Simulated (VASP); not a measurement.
Write the native input for VASP 6.6.1 that does the following.

```
Task                   : single point
Functional             : PBE
Potentials or basis    : VASP PAW PBE potentials, release 64 (Pt, Se)
Cutoff                 : 520 eV
k mesh                 : 4 × 4 × 4
Occupations            : fermi-dirac, width 0.026 eV
Spin                   : no spin polarisation
Dipole correction      : no
Further INCAR settings : ALGO = Normal; EDIFF = 1e-06; NBANDS = 18
```

The structure of PtSe2 lies in POSCAR:

```
PtSe2
1.0
    1.8457016900      1.0656163676      5.7607123032
   -1.8457016900      1.0656163676      5.7607123032
    0.0000000000     -2.1312327351      5.7607123032
Pt Se
1 2
Direct
    0.0089799463     -0.0091849609     -0.0000954691
    0.2694740513      0.2550296802      0.2479113390
    0.7290364561      0.7500143857      0.7600970832
```

The input as run:

INCAR

```
SYSTEM = PtSe2
PREC     = Accurate       ! precision mode
ENCUT    = 520            ! plane-wave cutoff, eV
EDIFF    = 1E-6           ! SCF threshold, eV
ISMEAR   = -1             ! smearing method
SIGMA    = 0.026          ! smearing width, eV
LREAL    = .FALSE.        ! projectors in reciprocal space
LASPH    = .TRUE.         ! aspherical terms in the spheres
NELM     = 60             ! most SCF steps
ALGO     = Normal         ! electronic algorithm
ISIF     = 2              ! what is computed and relaxed
LWAVE    = .FALSE.        ! write WAVECAR
LCHARG   = .FALSE.        ! write CHGCAR
GGA      = PE             ! functional
NBANDS   = 18             ! bands
```

KPOINTS

```
regular mesh
0
G
  4 4 4
  0 0 0
```

Potentials or basis: VASP PAW PBE potentials, release 64 (Pt, Se).

Command:

```bash
$ cat potpaw_PBE.64/Pt/POTCAR potpaw_PBE.64/Se/POTCAR > POTCAR
$ mpirun -np 1 vasp_std > vasp.out
```

Results of the run:

```json
{
  "Pressure": "2.6 GPa",
  "Largest force": "0.770 eV/Å",
  "Band gap on the k mesh": "0.26 eV, indirect (least direct gap 0.69 eV)"
}
```

Caveat: the k points lie up to 0.50 Å⁻¹ apart; spin-orbit coupling is left out, which moves the levels of the heavy elements.

Wall time 2.7 min on 1 thread of Intel(R) Xeon(R) Platinum 8259CL CPU @ 2.50GHz (Skylake/Cascade Lake), with other jobs on the host, peak memory 0.32 GiB.
